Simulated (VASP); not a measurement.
# GaN (F-43m) in VASP: notebook, part 2 of 2

VASP 6.6.1.

## 3. Single point, PBEsol-based screened hybrid with 25 % exact exchange

The input, POSCAR:

```
GaN
1.0
    0.0000000000      2.2535006075      2.2535006075
    2.2535006075      0.0000000000      2.2535006075
    2.2535006075      2.2535006075      0.0000000000
Ga N
1 1
Direct
    0.0000000000      0.0000000000      0.0000000000
    0.2500000000      0.2500000000      0.2500000000
```

The input, INCAR.step1:

```
PREC = Accurate ; ENCUT = 520
EDIFF = 1E-5 ; ISMEAR = -1
SIGMA = 0.05 ; LREAL = F
LASPH = T ; NELM = 100
ALGO = Normal ; ISIF = 2
LWAVE = T ; LCHARG = F
GGA = PE ; NBANDS = 16
```

The input, INCAR.step2:

```
PREC = Accurate ; ENCUT = 520
EDIFF = 1E-6 ; ISMEAR = -1
SIGMA = 0.05 ; LREAL = F
LASPH = T ; NELM = 100
ALGO = Normal ; ISIF = 2
LWAVE = F ; LCHARG = F
GGA = PS ; LHFCALC = T
AEXX = 0.25 ; HFSCREEN = 0.207
PRECFOCK = Normal ; ISTART = 1
NBANDS = 16
```

The input, KPOINTS:

```
regular mesh
0
Gamma
  5 5 5
```

Potentials or basis: VASP PAW PBE potentials, release 64 (Ga_d, N).

The run is started by

```sh
$ cat potpaw_PBE.64/Ga_d/POTCAR potpaw_PBE.64/N/POTCAR > POTCAR
$ cp INCAR.step1 INCAR
$ mpirun -np 1 vasp_std > vasp.out
$ cp INCAR.step2 INCAR
$ mpirun -np 1 vasp_std > vasp.out
```

OUTCAR:

```text
PREC = Accurate
   ENCUT = 520
   EDIFF = 1E-6
   ISMEAR = -1
   LREAL = F
   LASPH = T
   NELM = 100
   ISIF = 2
   GGA = PS
   LHFCALC = T
   AEXX = 0.25
   HFSCREEN = 0.207
   PRECFOCK = Normal
   ISTART = 1

 ion  position               nearest neighbor table
   1  0.000  0.000  0.000-   2 1.95   2 1.95   2 1.95   2 1.95
   2  0.250  0.250  0.250-   1 1.95   1 1.95   1 1.95   1 1.95

  LATTYP: Found a face centered cubic cell.
 ALAT       =     4.5070012150

  Lattice vectors:

 A1 = (   0.0000000000,   2.2535006075,   2.2535006075)
 A2 = (   2.2535006075,   0.0000000000,   2.2535006075)
 A3 = (   2.2535006075,   2.2535006075,   0.0000000000)

Analysis of symmetry for initial positions (statically):
=====================================================================
 Subroutine PRICEL returns:
 Original cell was already a primitive cell.

 Routine SETGRP: Setting up the symmetry group for a
 face centered cubic supercell.

[... 154 lines left out ...]
  free energy    TOTEN  =       -15.40286949 eV

  energy without entropy =      -15.40286949  energy(sigma->0) =      -15.40286949

 E-fermi :   5.4938     XC(G=0):  -9.7191

 val. band max:        4.3706653419   @ k =   0.0000   0.0000   0.0000
 cond. band min:       7.3161971752   @ k =   0.0000   0.0000   0.0000
 fundamental gap:      2.9455318333
 Fermi energy:         5.4938153597

 k-point     1 :       0.0000    0.0000    0.0000
  band No.  band energies     occupation
      1     -13.0594      2.00000
      2     -11.1851      2.00000
      3     -11.1851      2.00000
      4     -11.1851      2.00000
      5     -10.8661      2.00000
      6     -10.8661      2.00000
[... 167 lines left out ...]
      3     -11.0113      2.00000
      4     -10.9000      2.00000
      5     -10.8412      2.00000
      6      -8.6953      2.00000
[... 8 lines left out ...]
     15      25.4666      0.00000
     16      29.5133      0.00000

------------------------ aborting loop because EDIFF is reached ----------------------------------------

  FORCE on cell =-STRESS in cart. coord.  units (eV):
  Direction    XX          YY          ZZ          XY          YZ          ZX
  --------------------------------------------------------------------------------------
  -------------------------------------------------------------------------------------
  Total       -0.7930895     -0.7930895     -0.7930895      0.0000000      0.0000000      0.0000000
  in kB      -55.5174832    -55.5174832    -55.5174832      0.0000000      0.0000000      0.0000000
  external PRESSURE =     -55.5174832 kB  Pullay stress =       0.0000000 kB

 VOLUME and BASIS-vectors are now :
 -----------------------------------------------------------------------------
  energy-cutoff  :      520.00
  volume of cell :       22.89
      direct lattice vectors                 reciprocal lattice vectors
     0.000000000  2.253500607  2.253500607    -0.221877020  0.221877020  0.221877020
     2.253500607  0.000000000  2.253500607     0.221877020 -0.221877020  0.221877020
     2.253500607  2.253500607  0.000000000     0.221877020  0.221877020 -0.221877020

 POSITION                                       TOTAL-FORCE (eV/Angst)
 -----------------------------------------------------------------------------------
      0.00000      0.00000      0.00000         0.000000      0.000000      0.000000
      1.12675      1.12675      1.12675        -0.000000     -0.000000     -0.000000
 -----------------------------------------------------------------------------------
    total drift:                               -0.000011     -0.000006     -0.000005

  FREE ENERGIE OF THE ION-ELECTRON SYSTEM (eV)
  ---------------------------------------------------
  free  energy   TOTEN  =       -15.4028694856 eV

  energy  without entropy=      -15.4028694856  energy(sigma->0) =      -15.40286949
```

OUTCAR.step1:

```text
PREC = Accurate
   ENCUT = 520
   EDIFF = 1E-5
   ISMEAR = -1
   LREAL = F
[... 394 lines left out ...]
      0.00000      0.00000      0.00000         0.000000     -0.000000      0.000000
      1.12675      1.12675      1.12675        -0.000000      0.000000     -0.000000
 -----------------------------------------------------------------------------------
    total drift:                                0.000002      0.000002      0.000001

  FREE ENERGIE OF THE ION-ELECTRON SYSTEM (eV)
  ---------------------------------------------------
  free  energy   TOTEN  =       -12.1272929930 eV

  energy  without entropy=      -12.1272929913  energy(sigma->0) =      -12.12729299
```

Wall time 9.8 min (1 thread of AMD EPYC 7R43 (Zen 3), shared host); peak memory 0.21 GiB.

What came out:

```
Free energy            : -15.4029 eV
Pressure               : -5.6 GPa
Band gap on the k mesh : 2.95 eV
```

Caveat: the k points lie up to 0.48 Å⁻¹ apart; the PAW data sets were made with another functional, which shifts forces and pressure a little.

## 4. Single point, r2SCAN+D4

This run uses another cell than the first one, of 11.21 Å³/atom.

The input, POSCAR:

```
GaN
1.0
    0.0000000000      2.2383759866      2.2383759866
    2.2383759866      0.0000000000      2.2383759866
    2.2383759866      2.2383759866      0.0000000000
Ga N
1 1
Direct
    0.0000000000      0.0000000000      0.0000000000
    0.2500000000      0.2500000000      0.2500000000
```

The input, INCAR.step1:

```
SYSTEM = GaN
PREC = Accurate
ENCUT = 520
ISMEAR = -1
SIGMA = 0.05
LREAL = .FALSE.
LASPH = .TRUE.
NELM = 80
NBANDS = 16
GGA = PE
ALGO = Normal
EDIFF = 1E-4
LWAVE = .TRUE.
LCHARG = .FALSE.
```

The input, INCAR.step2:

```
SYSTEM = GaN
PREC = Accurate
ENCUT = 520
EDIFF = 1E-7
ISMEAR = -1
SIGMA = 0.05
LREAL = .FALSE.
LASPH = .TRUE.
NELM = 80
ALGO = Normal
ISIF = 2
LWAVE = .FALSE.
LCHARG = .TRUE.
METAGGA = R2SCAN
LMIXTAU = .TRUE.
IVDW = 13
VDW_S6 = 1.0
VDW_S8 = 0.6018749
VDW_A1 = 0.51559235
VDW_A2 = 5.77342911
LELF = .TRUE.
LVHAR = .TRUE.
NBANDS = 16
ISTART = 1
```

The input, KPOINTS:

```
Automatic mesh
0
G
  10 10 10
  0 0 0
```

The run is started by

```sh
$ cat potpaw_PBE.64/Ga_d/POTCAR potpaw_PBE.64/N/POTCAR > POTCAR
$ cp INCAR.step1 INCAR
$ mpirun -np 1 vasp_std > vasp.out
$ cp INCAR.step2 INCAR
$ mpirun -np 1 vasp_std > vasp.out
```

It took 2.4 min on 1 thread of AMD EPYC 7R13, shared host; peak memory 0.12 GiB.

Results (log left out):

| Quantity | Value |
| --- | --- |
| Free energy | -22.1875 eV |
| Pressure | 2.0 GPa |
| Band gap on the k mesh | 2.25 eV |
| Dispersion energy per atom | -0.148 eV |

Levels at points of the mesh, in eV from the valence-band top:
| k point | band 7 | band 8 | band 9 | band 10 | band 11 | band 12 |
| --- | --- | --- | --- | --- | --- | --- |
| (0.00, 0.00, 0.00) | 0.00 | 0.00 | 0.00 | 2.25 | 11.14 | 11.14 |
| (0.50, 0.00, 0.00) | -7.29 | -1.02 | -1.02 | 5.31 | 9.55 | 11.11 |
| (0.50, 0.50, 0.00) | -6.30 | -2.86 | -2.86 | 3.77 | 7.37 | 12.74 |

Caveat: the PAW data sets were made with another functional, which shifts forces and pressure a little.

## 5. Single point, r2SCAN+D4

The input, POSCAR:

```
GaN
1.0
    0.0000000000      2.2535006075      2.2535006075
    2.2535006075      0.0000000000      2.2535006075
    2.2535006075      2.2535006075      0.0000000000
Ga N
1 1
Direct
    0.0000000000      0.0000000000      0.0000000000
    0.2500000000      0.2500000000      0.2500000000
```

The input, INCAR.step1:

```
  ALGO = Normal
  EDIFF = 1E-4
  ENCUT = 520
  GGA = PE
  ISMEAR = -1
  LASPH = True
  LCHARG = False
  LREAL = False
  LWAVE = True
  NBANDS = 16
  NELM = 80
  PREC = Accurate
  SIGMA = 0.05
```

The input, INCAR.step2:

```
  ALGO = Normal
  EDIFF = 1E-6
  ENCUT = 520
  ISIF = 2
  ISMEAR = -1
  ISTART = 1
  IVDW = 13
  LASPH = True
  LCHARG = True
  LELF = True
  LMIXTAU = True
  LREAL = False
  LVHAR = True
  LWAVE = False
  METAGGA = R2SCAN
  NBANDS = 16
  NELM = 80
  PREC = Accurate
  SIGMA = 0.05
  VDW_A1 = 0.51559235
  VDW_A2 = 5.77342911
  VDW_S6 = 1.0
  VDW_S8 = 0.6018749
```

The input, KPOINTS:

```
k-points
0
Gamma
  10 10 10
```

The run is started by

```sh
$ cat potpaw_PBE.64/Ga_d/POTCAR potpaw_PBE.64/N/POTCAR > POTCAR
$ cp INCAR.step1 INCAR
$ mpirun -np 1 vasp_std > vasp.out
$ cp INCAR.step2 INCAR
$ mpirun -np 1 vasp_std > vasp.out
```

It took 2.3 min on 1 thread of AMD EPYC 7R13, shared host; peak memory 0.13 GiB.

It converged, with:

```yaml
Free_energy: -22.1877 eV
Pressure: -2.1 GPa
Band_gap_on_the_k_mesh: 2.12 eV
Dispersion_energy_per_atom: -0.145 eV
```

Levels at points of the mesh, in eV from the valence-band top:
| k point | band 5 | band 6 | band 7 | band 8 | band 9 | band 10 | band 11 | band 12 | band 13 | band 14 |
| --- | --- | --- | --- | --- | --- | --- | --- | --- | --- | --- |
| (0.00, 0.00, 0.00) | -13.48 | -13.48 | 0.00 | 0.00 | 0.00 | 2.12 | 11.00 | 11.00 | 11.00 | 18.55 |
| (0.50, 0.00, 0.00) | -13.43 | -12.35 | -7.16 | -1.00 | -1.00 | 5.16 | 9.44 | 11.00 | 11.00 | 16.50 |
| (0.50, 0.50, 0.00) | -13.40 | -11.97 | -6.22 | -2.78 | -2.78 | 3.77 | 7.24 | 12.58 | 14.94 | 14.94 |

Caveat: the PAW data sets were made with another functional, which shifts forces and pressure a little.

## 6. The runs side by side

```tsv
level	cell	k mesh	grid for exact exchange (PRECFOCK)	share of exact exchange	screening parameter	gap on the mesh (eV)	pressure (GPa)
r2SCANh	a = 3.187 Å, angles 60.0°, 2 atoms	5 × 5 × 5	Normal	0.1	-	2.86	-1.7
PBEsol-based screened hybrid with 25 % exact exchange	a = 3.187 Å, angles 60.0°, 2 atoms	5 × 5 × 5	Normal	0.25	0.207 1/Å	2.95	-5.6
r2SCAN+D4	a = 3.166 Å, angles 60.0°, 2 atoms	10 × 10 × 10	-	-	-	2.25	2.0
r2SCAN+D4	a = 3.187 Å, angles 60.0°, 2 atoms	10 × 10 × 10	-	-	-	2.12	-2.1
```

Alike in all rows: task single point; potentials or basis VASP PAW PBE potentials, release 64 (Ga_d, N); no spin polarisation; cutoff (eV) 520; smearing fermi-dirac 0.05 eV.

Caveats: some runs use coarse meshes; the PAW data sets were made with another functional, which shifts forces and pressure a little.

Total energies depend on the potentials used, so only differences within one code and one set of settings carry meaning.
